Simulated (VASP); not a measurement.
# C (Cm) in VASP: further runs

Runs on C. Level: r2SCAN. Tasks: single point.

Everything below comes from runs of VASP 6.6.1. Logs are shortened: lines on timing, memory, paths and dates and some standing lists are left out, and cuts for length are marked.

### Step 1. The cell of the first run

Symmetry: Cm, No. 8, monoclinic system. The conventional cell has a = 4.347 Å, b = 2.510 Å, c = 16.596 Å, α = 90.00°, β = 93.75°, γ = 90.00°. C (site symmetry m) has 4 C at 1.54 Å within 2.1 Å. C (site symmetry m) has 4 C at 1.54 Å within 2.1 Å. Within 2.2 Å of C (site symmetry m) lie 5 C at 1.54 to 2.11 Å. Within 2.1 Å of C (site symmetry m) lie 4 C at 1.54 Å. Within 2.1 Å of C (site symmetry m) lie 4 C at 1.54 Å. C (site symmetry m) has 4 C at 1.54 Å within 2.1 Å. C (site symmetry m) has 4 C at 1.54 Å within 2.1 Å. Within 2.1 Å of C (site symmetry m) lie 4 C at 1.54 Å.

### Step 2. Single point, r2SCAN (the part above a cut slid along it)

Contents of POSCAR:

```
C
1.0
   -2.5098396889      0.0000000000      0.0000000000
   -1.2549198445     -2.1735849300      0.0000000000
   -0.9411898833     -0.5433962325     16.5606492275
C
16
Direct
   -0.1678666846     -0.1678666846      0.6714667384
   -0.0428666846     -0.0428666846      0.1714667384
   -0.2303666846      0.7696333154      0.9214667384
   -0.1053666846      0.8946333154      0.4214667384
   -0.2071333154     -0.2071333154      0.8285332616
   -0.0821333154     -0.0821333154      0.3285332616
   -0.0196333154      0.9803666846      0.0785332616
   -0.1446333154      0.8553666846      0.5785332616
    0.1576463071      0.1576463071      0.7027481051
    0.2826463071      0.2826463071      0.2027481051
    0.4284796404      0.4284796404      0.9527481051
    0.5534796404      0.5534796404      0.4527481051
    0.1340203596      0.1340203596      0.7972518949
    0.2590203596      0.2590203596      0.2972518949
    0.6548536929      0.6548536929      0.0472518949
    0.5298536929      0.5298536929      0.5472518949
```

Contents of INCAR.step1:

```
ALGO = Normal
EDIFF = 1E-4
ENCUT = 520
GGA = PE
ISMEAR = 0
LASPH = True
LCHARG = False
LREAL = Auto
LWAVE = True
NBANDS = 46
NELM = 100
PREC = Accurate
SIGMA = 0.05
```

Contents of INCAR.step2:

```
ALGO = Normal
EDIFF = 1E-6
ENCUT = 520
ISIF = 2
ISMEAR = 0
ISTART = 1
LASPH = True
LCHARG = False
LMIXTAU = True
LREAL = Auto
LWAVE = False
METAGGA = R2SCAN
NBANDS = 46
NELM = 100
PREC = Accurate
SIGMA = 0.05
```

Contents of KPOINTS:

```
k-points
0
Gamma
  10 10 2
```

Potentials or basis: VASP PAW PBE potentials, release 64 (C).

Command:

```sh
$ cat potpaw_PBE.64/C/POTCAR > POTCAR
$ cp INCAR.step1 INCAR
$ mpirun -np 1 vasp_std > vasp.out
$ cp INCAR.step2 INCAR
$ mpirun -np 1 vasp_std > vasp.out
```

OUTCAR:

```text
EDIFF = 1E-6
   ENCUT = 520
   ISIF = 2
   ISMEAR = 0
   ISTART = 1
   LASPH = True
   LREAL = Auto
   METAGGA = R2SCAN
   NELM = 100
   PREC = Accurate

 ion  position               nearest neighbor table
   1  0.832  0.832  0.671-   9 1.54   9 1.54   9 1.54   8 1.54
   2  0.957  0.957  0.171-  10 1.54  10 1.54  10 1.54   7 1.54
   3  0.770  0.770  0.921-  11 1.54  11 1.54  11 1.54   5 1.54
   4  0.895  0.895  0.421-  12 1.54  12 1.54  12 1.54   6 1.54
   5  0.793  0.793  0.829-  13 1.54  13 1.54  13 1.54   3 1.54
   6  0.918  0.918  0.329-  14 1.54  14 1.54  14 1.54   4 1.54
[... 8 lines left out ...]
  15  0.655  0.655  0.047-   7 1.54   7 1.54   7 1.54  11 1.91
  16  0.530  0.530  0.547-   8 1.54   8 1.54   8 1.54  12 1.57

  LATTYP: Found a base centered monoclinic cell.
 ALAT       =     4.3471698601
 B/A-ratio  =     0.5773502692
 C/A-ratio  =     3.8177186131
 COS(beta)  =    -0.0654841347

  Lattice vectors:

 A1 = (   2.5098396889,   0.0000000000,   0.0000000000)
 A2 = (   1.2549198445,   2.1735849300,   0.0000000000)
 A3 = (  -0.9411898833,  -0.5433962325,  16.5606492275)

Analysis of symmetry for initial positions (statically):
=====================================================================
 Subroutine PRICEL returns:
 Original cell was already a primitive cell.

 Routine SETGRP: Setting up the symmetry group for a
 base centered monoclinic supercell.

 Subroutine GETGRP returns: Found  2 space group operations
 (whereof  2 operations were pure point group operations)
 out of a pool of  4 trial point group operations.

The static configuration has the point symmetry C_1h.

Analysis of symmetry for dynamics (positions and initial velocities):
=====================================================================
 Subroutine PRICEL returns:
 Original cell was already a primitive cell.

 Routine SETGRP: Setting up the symmetry group for a
 base centered monoclinic supercell.

 Subroutine GETGRP returns: Found  2 space group operations
 (whereof  2 operations were pure point group operations)
 out of a pool of  4 trial point group operations.

The dynamic configuration has the point symmetry C_1h.

 Subroutine INISYM returns: Found  2 space group operations
 (whereof  2 operations are pure point group operations),
 and found     1 'primitive' translations

----------------------------------------------------------------------------------------

                                     Primitive cell

  volume of cell :      90.3441

  direct lattice vectors                    reciprocal lattice vectors
    -2.509839689  0.000000000  0.000000000    -0.398431822  0.230034720 -0.015096027
    -1.254919845 -2.173584930  0.000000000     0.000000000 -0.460069439 -0.015096027
    -0.941189883 -0.543396233 16.560649228     0.000000000  0.000000000  0.060384106

  length of vectors
     2.509839689  2.509839689 16.596271289     0.460317042  0.460317042  0.060384106

  position of ions in fractional coordinates (direct lattice)
     0.832133315  0.832133315  0.671466738
     0.957133315  0.957133315  0.171466738
     0.769633315  0.769633315  0.921466738
     0.894633315  0.894633315  0.421466738
     0.792866685  0.792866685  0.828533262
     0.917866685  0.917866685  0.328533262
[... 8 lines left out ...]
     0.654853693  0.654853693  0.047251895
     0.529853693  0.529853693  0.547251895

  ion indices of the primitive-cell ions
   primitive index   ion index
                 1           1
                 2           2
                 3           3
                 4           4
                 5           5
                 6           6
[... 8 lines left out ...]
                15          15
                16          16

----------------------------------------------------------------------------------------

 KPOINTS: k-points

Automatic generation of k-mesh.
 Grid dimensions read from file:
 generate k-points for:   10   10    2

 Generating k-lattice:

  Cartesian coordinates                     Fractional coordinates (reciprocal lattice)
    -0.039843182  0.023003472 -0.001509603     0.100000000  0.000000000 -0.000000000
     0.000000000 -0.046006944 -0.001509603     0.000000000  0.100000000  0.000000000
     0.000000000  0.000000000  0.030192053     0.000000000  0.000000000  0.500000000

  Length of vectors
     0.046031704  0.046031704  0.030192053

  Shift w.r.t. Gamma in fractional coordinates (k-lattice)
     0.000000000  0.000000000  0.000000000

 Subroutine IBZKPT returns following result:
 ===========================================

 Found     62 irreducible k-points:

 Following reciprocal coordinates:
            Coordinates               Weight
  0.000000  0.000000  0.000000      1.000000
  0.100000  0.000000  0.000000      4.000000
  0.200000  0.000000  0.000000      4.000000
  0.300000  0.000000 -0.000000      4.000000
  0.400000  0.000000  0.000000      4.000000
  0.500000  0.000000  0.000000      2.000000
[... 16 lines left out ...]
  0.300000  0.300000  0.000000      2.000000
  0.400000  0.300000  0.000000      4.000000
 [... further k-points ...]
   k-points           NKPTS =     62   k-points in BZ     NKDIM =     62   number of bands    NBANDS=     46
   number of dos      NEDOS =    301   number of ions     NIONS =     16
   total plane-waves  NPLWV =  50400
   dimension x,y,z NGX =    20 NGY =   20 NGZ =  126
   dimension x,y,z NGXF=    40 NGYF=   40 NGZF=  252
   ions per type =              16
   NGX,Y,Z   is equivalent  to a cutoff of  13.25, 13.25, 12.62 a.u.
   NGXF,Y,Z  is equivalent  to a cutoff of  26.50, 26.50, 25.24 a.u.
 SYSTEM =  unknown system
   PREC   = accura    normal or accurate (medium, high low for compatibility)
   ISTART =      1    job   : 0-new  1-cont  2-samecut
   ICHARG =      0    charge: 1-file 2-atom 10-const
   ISPIN  =      1    spin polarized calculation?
   LNONCOLLINEAR =      F non collinear calculations
   LSORBIT =      F    spin-orbit coupling
   LASPH  =      T    aspherical Exc in radial PAW
   ENCUT  =  520.0 eV  38.22 Ry    6.18 a.u.   4.67  4.67 30.86*2*pi/ulx,y,z
   NELM   =    100;   NELMIN=  2; NELMDL=  0     # of ELM steps
   EDIFF  = 0.1E-05   stopping-criterion for ELM
   LREAL  =      T    real-space projection
   EDIFFG = 0.1E-04   stopping-criterion for IOM
   NSW    =      0    number of steps for IOM
   IBRION =     -1    ionic relax: 0-MD 1-quasi-New 2-CG
   NFREE  =      0    steps in history (QN), initial steepest desc. (CG)
   ISIF   =      2    stress and relaxation
   ISYM   =      2    0-nonsym 1-usesym 2-fastsym
   POTIM  = 0.5000    time-step for ionic-motion
   TEBEG  =    0.0;   TEEND  =   0.0 temperature during run
   PSTRESS=    0.0 pullay stress
   NELECT =      64.0000    total number of electrons
   NUPDOWN=      -1.0000    fix difference up-down
   EMIN   =  10.00;   EMAX   =-10.00  energy-range for DOS
   EFERMI =   0.00;   METHOD = LEGACY
   ISMEAR =     0;   SIGMA  =   0.05  broadening in eV -4-tet -1-fermi 0-gaus
   EFERMI_NEDOS =   21; number of points for ismear=-14 and -15
   IALGO  =     38    algorithm
   IMIX   =      4    mixing-type and parameters
     AMIX     =   0.40;   BMIX     =  1.00
     AMIX_MAG =   1.60;   BMIX_MAG =  1.00
  volume/ion in A,a.u.               =       5.65        38.10
  Fermi-wavevector in a.u.,A,eV,Ry     =   1.459379  2.757827 28.977523  2.129788
  Thomas-Fermi vector in A             =   2.575953
   LORBIT       =      0    0 simple, 1 ext, 2 COOP (PROOUT), +10 PAW based schemes
   METAGGA = R2SCAN    functional components
   LHFCALC =     F    Hartree Fock is set to
   AEXX    =    0.0000 exact exchange contribution
   IVDW    =     0    specifies the selected vdW correction
   LEPSILON=     F    determine dielectric tensor
   LRPA    =     F    only Hartree local field effects (RPA)
 non-spin polarized calculation
 Gauss-broadening in eV      SIGMA  =   0.05
  energy-cutoff  :      520.00
  volume of cell :       90.34
 maximum number of plane-waves:      2469
   NGX =  9   NGY =  9   NGZ = 61

 number of electron      63.9999998 magnetization

 Free energy of the ion-electron system (eV)
  ---------------------------------------------------
  ext. energy  EPLUGINS =         0.00000000
  ---------------------------------------------------
  free energy    TOTEN  =      -153.12305409 eV

  energy without entropy =     -153.12281728  energy(sigma->0) =     -153.12293569

 E-fermi :  10.2697     XC(G=0): -14.3065

 val. band max:       10.2425943090   @ k =   0.0000   0.0000   0.0000
 cond. band min:      10.3070223880   @ k =   0.5000   0.5000   0.0000
 fundamental gap:      0.0644280790
 Fermi energy:        10.2696609949

 k-point     1 :       0.0000    0.0000    0.0000
  band No.  band energies     occupation
      1     -12.9871      2.00000
      2     -12.5448      2.00000
      3     -12.5007      2.00000
      4     -11.2786      2.00000
      5     -11.1145      2.00000
      6      -9.1181      2.00000
[... 36 lines left out ...]
     43      17.4768      0.00000
     44      17.8272      0.00000

 k-point     2 :       0.1000    0.0000    0.0000
  band No.  band energies     occupation
      1     -12.7272      2.00000
      2     -12.2948      2.00000
      3     -12.2327      2.00000
      4     -11.0338      2.00000
      5     -10.8482      2.00000
      6      -8.9012      2.00000
[... 36 lines left out ...]
     43      17.8701      0.00000
     44      18.1203      0.00000

 k-point     3 :       0.2000    0.0000    0.0000
  band No.  band energies     occupation
      1     -11.9518      2.00000
      2     -11.5400      2.00000
      3     -11.4428      2.00000
      4     -10.2983      2.00000
      5     -10.0613      2.00000
      6      -8.2168      2.00000
[... 976 lines left out ...]
     43      18.9281      0.00000
     44      19.1146      0.00000

 k-point    24 :       0.4000    0.3000    0.0000
  band No.  band energies     occupation
      1      -9.6691      2.00000
      2      -9.3681      2.00000
      3      -9.0700      2.00000
      4      -8.2546      2.00000
      5      -7.6559      2.00000
      6      -6.3674      2.00000
[... 36 lines left out ...]
     43      18.7809      0.00000
     44      19.4278      0.00000

 [... further k-points ...]

 [bands above 44 left out]

------------------------ aborting loop because EDIFF is reached ----------------------------------------

  FORCE on cell =-STRESS in cart. coord.  units (eV):
  Direction    XX          YY          ZZ          XY          YZ          ZX
  --------------------------------------------------------------------------------------
  -------------------------------------------------------------------------------------
  Total       -2.1412310      0.6644299      7.5348975     -2.4297736      5.3604235      9.2845266
  in kB      -37.9729333     11.7831068    133.6250790    -43.0899947     95.0626083    164.6532812
  external PRESSURE =      35.8117508 kB  Pullay stress =       0.0000000 kB

 VOLUME and BASIS-vectors are now :
 -----------------------------------------------------------------------------
  energy-cutoff  :      520.00
  volume of cell :       90.34
      direct lattice vectors                 reciprocal lattice vectors
    -2.509839689  0.000000000  0.000000000    -0.398431822  0.230034720 -0.015096027
    -1.254919845 -2.173584930  0.000000000     0.000000000 -0.460069439 -0.015096027
    -0.941189883 -0.543396233 16.560649228     0.000000000  0.000000000  0.060384106

 POSITION                                       TOTAL-FORCE (eV/Angst)
 -----------------------------------------------------------------------------------
     -3.76476     -2.17358     11.11993         0.000160      0.000092      0.008968
     -3.76476     -2.17358      2.83960         0.262788      0.151721      0.352126
     -3.76476     -2.17358     15.26009        -0.485728     -0.280435     -0.101231
     -3.76476     -2.17358      6.97976         0.007008      0.004046      0.013807
     -3.76476     -2.17358     13.72105        -0.579143     -0.334368     -0.515741
     -3.76476     -2.17358      5.44072        -0.003027     -0.001748     -0.005006
[... 8 lines left out ...]
     -2.50984     -1.44906      0.78252         4.509849      2.603762      2.933965
     -2.50984     -1.44906      9.06285         0.000160      0.000092     -0.004106
 -----------------------------------------------------------------------------------
    total drift:                                0.004762      0.002749      0.002586

  FREE ENERGIE OF THE ION-ELECTRON SYSTEM (eV)
  ---------------------------------------------------
  free  energy   TOTEN  =      -153.1230540920 eV

  energy  without entropy=     -153.1228172811  energy(sigma->0) =     -153.12293569
```

Wall time 37 min (1 thread of Intel Xeon 8259CL, shared host); peak memory 0.32 GiB.

What came out:

| Item | Value |
| --- | --- |
| Free energy | -153.1231 eV |
| Pressure | 3.6 GPa |
| Largest force | 5.977 eV/Å |
| Band gap on the k mesh | 0.06 eV (least direct gap 1.50 eV) |

Forces on the atoms (eV/Å):
```
C    0.000  0.000  0.009
C    0.263  0.152  0.352
C   -0.486 -0.280 -0.101
C    0.007  0.004  0.014
C   -0.579 -0.334 -0.516
C   -0.003 -0.002 -0.005
C   -0.315 -0.182 -0.126
C   -0.008 -0.005 -0.014
C   -0.051 -0.029 -0.027
C   -0.010 -0.006  0.006
C   -3.351 -1.935 -2.583
C    0.002  0.001  0.001
C   -0.012 -0.007  0.041
C    0.033  0.019  0.019
C    4.510  2.604  2.934
C    0.000  0.000 -0.004
```

Stress tensor (GPa, compression positive):
```
-3.80 -4.31 16.47
-4.31  1.18  9.51
16.47  9.51 13.36
```

Levels at points of the mesh, in eV from the valence-band top:
```tsv
k point	band 28	band 29	band 30	band 31	band 32	band 33	band 34	band 35	band 36	band 37
(0.00, 0.00, 0.00)	-0.86	-0.73	-0.48	-0.44	0.00	4.84	5.40	5.44	5.59	5.86
(0.50, 0.00, 0.00)	-4.88	-4.69	-3.92	-3.65	-2.59	2.12	4.62	4.77	5.36	5.51
(0.50, 0.50, 0.00)	-4.63	-4.31	-4.19	-3.51	-1.43	0.06	4.54	4.90	4.97	5.97
(0.00, 0.00, 0.50)	-1.00	-0.86	-0.50	-0.44	-0.38	5.01	5.32	5.40	5.87	5.99
(0.50, 0.00, 0.50)	-4.60	-4.45	-4.19	-3.57	-2.63	2.14	4.58	4.93	5.07	5.95
(0.50, 0.50, 0.50)	-4.88	-4.61	-3.79	-3.64	-1.45	0.08	4.60	4.69	5.37	5.44
```

Caveat: the cell differs from its parent crystal (the part above a cut slid along it); the stress differs along the axes, from -4 to 13 GPa; the PAW data sets were made with another functional, which shifts forces and pressure a little. A k mesh can miss the band edges.

(Part 1 of 2 ends here.)

The gap in the log of VASP goes by the Fermi energy; the results here count the filled bands.